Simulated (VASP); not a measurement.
# Si (a cell with a defect) in VASP: single point with PBEsol

Aim: the single point of Si (a cell with a defect) with PBEsol.

All numbers are computed with VASP 6.6.1; they aren't measurements. Logs are shortened: lines on timing, memory, paths and dates and some standing lists are left out, and cuts for length are marked.

## 1. The cell of the first run

The cell holds a defect, 17 atoms: a = 7.679 Å, b = 7.679 Å, c = 7.679 Å, α = 60.00°, β = 60.00°, γ = 60.00°.

## 2. Single point, PBEsol

INCAR reads:

```
SYSTEM = Si
PREC     = Accurate       ! precision mode
ENCUT    = 520            ! plane-wave cutoff, eV
EDIFF    = 1E-6           ! SCF threshold, eV
ISMEAR   = -1             ! smearing method
SIGMA    = 0.02           ! smearing width, eV
LREAL    = Auto         
LASPH    = .True.         ! aspherical terms in the spheres
NELM     = 80             ! most SCF steps
ALGO     = Normal         ! electronic algorithm
ISIF     = 2              ! what is computed and relaxed
LWAVE    = .False.        ! write WAVECAR
LCHARG   = .True.         ! write CHGCAR
GGA      = PS             ! functional
LELF     = .True.         ! ELF
LVHAR    = .True.       
NBANDS   = 48             ! bands
```

KPOINTS reads:

```
Automatic mesh
0
Gamma
  2 2 2
  0 0 0
```

POSCAR reads:

```
Si
1.0
    0.0000000000      5.4300000000      5.4300000000
    5.4300000000      0.0000000000      5.4300000000
    5.4300000000      5.4300000000      0.0000000000
Si
17
Direct
   -0.0014395948     -0.0009703499     -0.0139696133
    0.1477848066      0.1482581031      0.0560877532
    0.0211060773      0.0215974217      0.4361084715
    0.1160970534      0.1166011050      0.6141279926
   -0.0014453039      0.5167681400     -0.0139624309
    0.1096283610      0.6283605893      0.1340418048
   -0.0271401473      0.5107631676      0.5060449355
    0.1161003683      0.6535821363      0.6141348066
    0.5162947514     -0.0009708103     -0.0139686004
    0.6278918969      0.1100965009      0.1340353591
    0.5102662063     -0.0266481584      0.5060376611
    0.6530922652      0.1166000000      0.6141294659
    0.4781403315      0.4786060773      0.0650195212
    0.6278828729      0.6283585635      0.1340364641
    0.5102513812      0.5107607735      0.5060406998
    0.6049097606      0.6054049724      0.6846880295
    0.3133487109      0.3138255064      0.5593930939
```

Potentials or basis: VASP PAW PBE potentials, release 64 (Si).

Command:

```sh
cat potpaw_PBE.64/Si/POTCAR > POTCAR
mpirun -np 1 vasp_std > vasp.out
```

OUTCAR:

```text
SYSTEM = Si
   PREC = Accurate
   ENCUT = 520
   EDIFF = 1E-6
   ISMEAR = -1
   LREAL = Auto
   LASPH = .True.
   NELM = 80
   ISIF = 2
   GGA = PS

 ion  position               nearest neighbor table
   1  0.999  0.999  0.986-  10 2.33   6 2.33   4 2.33   2 2.34
   2  0.148  0.148  0.056-   9 2.34   1 2.34   5 2.34   3 2.38  17 3.11
   3  0.021  0.022  0.436-  12 2.34   4 2.34   8 2.34   2 2.38
   4  0.116  0.117  0.614-   1 2.33   3 2.34  17 2.41   7 2.48  11 2.48
   5  0.999  0.517  0.986-   6 2.33  14 2.33   8 2.33   2 2.34
   6  0.110  0.628  0.134-   1 2.33   5 2.33   7 2.33  13 2.34
   7  0.973  0.511  0.506-   6 2.33  16 2.34  17 2.41   8 2.48   4 2.48
   8  0.116  0.654  0.614-   5 2.33   3 2.34  17 2.41   7 2.48  15 2.48
   9  0.516  0.999  0.986-  10 2.33  14 2.33  12 2.33   2 2.34
  10  0.628  0.110  0.134-   9 2.33   1 2.33  11 2.33  13 2.34
  11  0.510  0.973  0.506-  10 2.33  16 2.34  17 2.41  12 2.48   4 2.48
  12  0.653  0.117  0.614-   9 2.33   3 2.34  17 2.41  15 2.48  11 2.48
  13  0.478  0.479  0.065-  10 2.34   6 2.34  14 2.34  16 2.38  17 3.10
  14  0.628  0.628  0.134-   9 2.33   5 2.33  15 2.33  13 2.34
  15  0.510  0.511  0.506-  14 2.33  16 2.34  17 2.41   8 2.48  12 2.48
  16  0.605  0.605  0.685-  11 2.34   7 2.34  15 2.34  13 2.38
  17  0.313  0.314  0.559-   4 2.41  12 2.41   8 2.41  11 2.41  15 2.41   7 2.41  13 3.10   2 3.11

  LATTYP: Found a face centered cubic cell.
 ALAT       =    10.8600000000

  Lattice vectors:

 A1 = (   0.0000000000,   5.4300000000,   5.4300000000)
 A2 = (   5.4300000000,   0.0000000000,   5.4300000000)
 A3 = (   5.4300000000,   5.4300000000,   0.0000000000)

Analysis of symmetry for initial positions (statically):
=====================================================================
 Subroutine PRICEL returns:
 Original cell was already a primitive cell.

 Routine SETGRP: Setting up the symmetry group for a
 face centered cubic supercell.

 Subroutine GETGRP returns: Found  2 space group operations
 (whereof  1 operations were pure point group operations)
 out of a pool of 48 trial point group operations.

The static configuration has the point symmetry C_1 .
 The point group associated with its full space group is C_1h.

Analysis of symmetry for dynamics (positions and initial velocities):
=====================================================================
 Subroutine PRICEL returns:
 Original cell was already a primitive cell.

 Routine SETGRP: Setting up the symmetry group for a
 face centered cubic supercell.

 Subroutine GETGRP returns: Found  2 space group operations
 (whereof  1 operations were pure point group operations)
 out of a pool of 48 trial point group operations.

The dynamic configuration has the point symmetry C_1 .
 The point group associated with its full space group is C_1h.

 Subroutine INISYM returns: Found  2 space group operations
 (whereof  1 operations are pure point group operations),
 and found     1 'primitive' translations

----------------------------------------------------------------------------------------

                                     Primitive cell

  volume of cell :     320.2060

  direct lattice vectors                    reciprocal lattice vectors
     0.000000000  5.430000000  5.430000000    -0.092081031  0.092081031  0.092081031
     5.430000000  0.000000000  5.430000000     0.092081031 -0.092081031  0.092081031
     5.430000000  5.430000000  0.000000000     0.092081031  0.092081031 -0.092081031

  length of vectors
     7.679179644  7.679179644  7.679179644     0.159489025  0.159489025  0.159489025

  position of ions in fractional coordinates (direct lattice)
     0.998560405  0.999029650  0.986030387
     0.147784807  0.148258103  0.056087753
     0.021106077  0.021597422  0.436108471
     0.116097053  0.116601105  0.614127993
     0.998554696  0.516768140  0.986037569
     0.109628361  0.628360589  0.134041805
[... 9 lines left out ...]
     0.604909761  0.605404972  0.684688030
     0.313348711  0.313825506  0.559393094

  ion indices of the primitive-cell ions
   primitive index   ion index
                 1           1
                 2           2
                 3           3
                 4           4
                 5           5
                 6           6
[... 9 lines left out ...]
                16          16
                17          17

----------------------------------------------------------------------------------------

 KPOINTS: Automatic mesh

Automatic generation of k-mesh.
 Grid dimensions read from file:
 generate k-points for:    2    2    2

 Generating k-lattice:

  Cartesian coordinates                     Fractional coordinates (reciprocal lattice)
    -0.046040516  0.046040516  0.046040516     0.500000000  0.000000000  0.000000000
     0.046040516 -0.046040516  0.046040516     0.000000000  0.500000000  0.000000000
     0.046040516  0.046040516 -0.046040516     0.000000000  0.000000000  0.500000000

  Length of vectors
     0.079744512  0.079744512  0.079744512

  Shift w.r.t. Gamma in fractional coordinates (k-lattice)
     0.000000000  0.000000000  0.000000000

 Subroutine IBZKPT returns following result:
 ===========================================

 Found      6 irreducible k-points:

 Following reciprocal coordinates:
            Coordinates               Weight
  0.000000  0.000000  0.000000      1.000000
  0.500000  0.000000  0.000000      2.000000
  0.000000  0.500000  0.000000      1.000000
  0.000000  0.000000  0.500000      1.000000
  0.500000  0.500000  0.000000      2.000000
  0.000000  0.500000  0.500000      1.000000
   k-points           NKPTS =      6   k-points in BZ     NKDIM =      6   number of bands    NBANDS=     48
   number of dos      NEDOS =    301   number of ions     NIONS =     17
   total plane-waves  NPLWV = 216000
   dimension x,y,z NGX =    60 NGY =   60 NGZ =   60
   dimension x,y,z NGXF=   120 NGYF=  120 NGZF=  120
   ions per type =              17
   NGX,Y,Z   is equivalent  to a cutoff of  12.99, 12.99, 12.99 a.u.
   NGXF,Y,Z  is equivalent  to a cutoff of  25.98, 25.98, 25.98 a.u.
 SYSTEM =  Si
   PREC   = accura    normal or accurate (medium, high low for compatibility)
   ISTART =      0    job   : 0-new  1-cont  2-samecut
   ICHARG =      2    charge: 1-file 2-atom 10-const
   ISPIN  =      1    spin polarized calculation?
   LNONCOLLINEAR =      F non collinear calculations
   LSORBIT =      F    spin-orbit coupling
   LASPH  =      T    aspherical Exc in radial PAW
   ENCUT  =  520.0 eV  38.22 Ry    6.18 a.u.  14.28 14.28 14.28*2*pi/ulx,y,z
   NELM   =     80;   NELMIN=  2; NELMDL= -5     # of ELM steps
   EDIFF  = 0.1E-05   stopping-criterion for ELM
   LREAL  =      T    real-space projection
   EDIFFG = 0.1E-04   stopping-criterion for IOM
   NSW    =      0    number of steps for IOM
   IBRION =     -1    ionic relax: 0-MD 1-quasi-New 2-CG
   NFREE  =      0    steps in history (QN), initial steepest desc. (CG)
   ISIF   =      2    stress and relaxation
   ISYM   =      2    0-nonsym 1-usesym 2-fastsym
   POTIM  = 0.5000    time-step for ionic-motion
   TEBEG  =    0.0;   TEEND  =   0.0 temperature during run
   PSTRESS=    0.0 pullay stress
   NELECT =      68.0000    total number of electrons
   NUPDOWN=      -1.0000    fix difference up-down
   EMIN   =  10.00;   EMAX   =-10.00  energy-range for DOS
   EFERMI =   0.00;   METHOD = LEGACY
   ISMEAR =    -1;   SIGMA  =   0.02  broadening in eV -4-tet -1-fermi 0-gaus
   EFERMI_NEDOS =   21; number of points for ismear=-14 and -15
   IALGO  =     38    algorithm
   IMIX   =      4    mixing-type and parameters
     AMIX     =   0.40;   BMIX     =  1.00
     AMIX_MAG =   1.60;   BMIX_MAG =  1.00
  volume/ion in A,a.u.               =      18.84       127.11
  Fermi-wavevector in a.u.,A,eV,Ry     =   0.976715  1.845724 12.979587  0.953973
  Thomas-Fermi vector in A             =   2.107356
   LORBIT       =      0    0 simple, 1 ext, 2 COOP (PROOUT), +10 PAW based schemes
   GGA     = PS    functional components
   LHFCALC =     F    Hartree Fock is set to
   AEXX    =    0.0000 exact exchange contribution
   IVDW    =     0    specifies the selected vdW correction
   LEPSILON=     F    determine dielectric tensor
   LRPA    =     F    only Hartree local field effects (RPA)
 non-spin polarized calculation
  energy-cutoff  :      520.00
  volume of cell :      320.21
 maximum number of plane-waves:      8646
 NGX is ok and might be reduce to    60
   NGX = 29   NGY = 29   NGZ = 29

 number of electron      68.0000000 magnetization

 Free energy of the ion-electron system (eV)
  ---------------------------------------------------
  ext. energy  EPLUGINS =         0.00000000
  ---------------------------------------------------
  free energy    TOTEN  =       -93.63037113 eV

  energy without entropy =      -93.62656489  energy(sigma->0) =      -93.62846801

 E-fermi :   6.5557     XC(G=0):  -9.8258

 val. band max:        6.5128438948   @ k =   0.0000   0.0000   0.5000
 cond. band min:       6.6132407739   @ k =   0.0000   0.0000   0.0000
 fundamental gap:      0.1003968791
 Fermi energy:         6.5556613614

 k-point     1 :       0.0000    0.0000    0.0000
  band No.  band energies     occupation
      1      -6.2713      2.00000
      2      -3.9065      2.00000
      3      -3.6787      2.00000
      4      -3.6786      2.00000
      5      -3.4080      2.00000
      6      -2.5697      2.00000
[... 38 lines left out ...]
     45       8.6105      0.00000
     46       8.7628      0.00000

 k-point     2 :       0.5000    0.0000    0.0000
  band No.  band energies     occupation
      1      -5.7893      2.00000
      2      -5.0561      2.00000
      3      -3.6106      2.00000
      4      -3.4909      2.00000
      5      -3.2420      2.00000
      6      -3.0559      2.00000
[... 38 lines left out ...]
     45       9.4458      0.00000
     46      10.0233      0.00000

 k-point     3 :       0.0000    0.5000    0.0000
  band No.  band energies     occupation
      1      -5.7893      2.00000
      2      -5.0561      2.00000
      3      -3.6105      2.00000
      4      -3.4910      2.00000
      5      -3.2420      2.00000
      6      -3.0558      2.00000
[... 38 lines left out ...]
     45       9.4459      0.00000
     46      10.0231      0.00000

 k-point     4 :       0.0000    0.0000    0.5000
  band No.  band energies     occupation
      1      -5.8661      2.00000
      2      -4.9265      2.00000
      3      -3.4553      2.00000
      4      -3.4552      2.00000
      5      -3.3888      2.00000
      6      -3.0202      2.00000
[... 38 lines left out ...]
     45       9.7192      0.00000
     46      10.0014      0.00000

 k-point     5 :       0.5000    0.5000    0.0000
  band No.  band energies     occupation
      1      -5.6587      2.00000
      2      -4.7502      2.00000
      3      -4.1250      2.00000
      4      -3.9323      2.00000
      5      -3.8431      2.00000
      6      -3.6406      2.00000
[... 38 lines left out ...]
     45      10.2519      0.00000
     46      10.3431      0.00000

 k-point     6 :       0.0000    0.5000    0.5000
  band No.  band energies     occupation
      1      -5.6586      2.00000
      2      -4.7503      2.00000
      3      -4.1250      2.00000
      4      -3.9323      2.00000
      5      -3.8431      2.00000
      6      -3.6405      2.00000
[... 38 lines left out ...]
     45      10.2519      0.00000
     46      10.3431      0.00000
 [bands above 46 left out]

------------------------ aborting loop because EDIFF is reached ----------------------------------------

  FORCE on cell =-STRESS in cart. coord.  units (eV):
  Direction    XX          YY          ZZ          XY          YZ          ZX
  --------------------------------------------------------------------------------------
  -------------------------------------------------------------------------------------
  Total        5.0920092      5.0929637      5.0929637     -0.7881440      0.7897690      0.7881440
  in kB       25.4782899     25.4830660     25.4830660     -3.9435438      3.9516745      3.9435439
  external PRESSURE =      25.4814740 kB  Pullay stress =       0.0000000 kB

 VOLUME and BASIS-vectors are now :
 -----------------------------------------------------------------------------
  energy-cutoff  :      520.00
  volume of cell :      320.21
      direct lattice vectors                 reciprocal lattice vectors
     0.000000000  5.430000000  5.430000000    -0.092081031  0.092081031  0.092081031
     5.430000000  0.000000000  5.430000000     0.092081031 -0.092081031  0.092081031
     5.430000000  5.430000000  0.000000000     0.092081031  0.092081031 -0.092081031

 POSITION                                       TOTAL-FORCE (eV/Angst)
 -----------------------------------------------------------------------------------
     10.77888     10.77633     10.84691        -0.006197     -0.005384      0.003613
      1.10960      1.10703      1.60751         0.000965      0.001531     -0.001531
      2.48534      2.48267      0.23188         0.002417      0.002522     -0.002522
      3.96786      3.96512      1.26355        -0.005539     -0.005448      0.015780
      8.16024     10.77634      8.22820        -0.004057     -0.005732      0.005732
      4.13984      1.32313      4.00728         0.000392      0.014640     -0.000758
[... 9 lines left out ...]
      7.00521      7.00252      6.57201        -0.001176     -0.000533      0.000533
      4.74158      4.73899      3.40556        -0.000336     -0.001288      0.001288
 -----------------------------------------------------------------------------------
    total drift:                                0.000166     -0.001922      0.000540

  FREE ENERGIE OF THE ION-ELECTRON SYSTEM (eV)
  ---------------------------------------------------
  free  energy   TOTEN  =       -93.6303711318 eV

  energy  without entropy=      -93.6265648930  energy(sigma->0) =      -93.62846801
```

Run time: 5.8 min. Hardware: 1 thread of Intel Xeon 8259CL, shared host; peak memory 0.46 GiB.

What came out:

- Free energy: -93.6304 eV
- Pressure: 2.5 GPa
- Largest force: 0.018 eV/Å
- Band gap on the k mesh: 0.10 eV

Forces on the atoms (eV/Å):
```
Si  -0.006 -0.005  0.004
Si   0.001  0.002 -0.002
Si   0.002  0.003 -0.003
Si  -0.006 -0.005  0.016
Si  -0.004 -0.006  0.006
Si   0.000  0.015 -0.001
Si   0.008  0.010 -0.007
Si  -0.015 -0.006  0.006
Si  -0.006 -0.004  0.005
Si   0.015  0.001 -0.001
Si   0.010  0.008 -0.008
Si  -0.006 -0.016  0.005
Si  -0.001 -0.001  0.001
Si   0.000  0.001 -0.015
Si   0.008  0.007 -0.010
Si  -0.001 -0.001  0.001
Si   0.000 -0.001  0.001
```

Caveat: the k points lie up to 0.50 Å⁻¹ apart; the PAW data sets were made with another functional, which shifts forces and pressure a little.
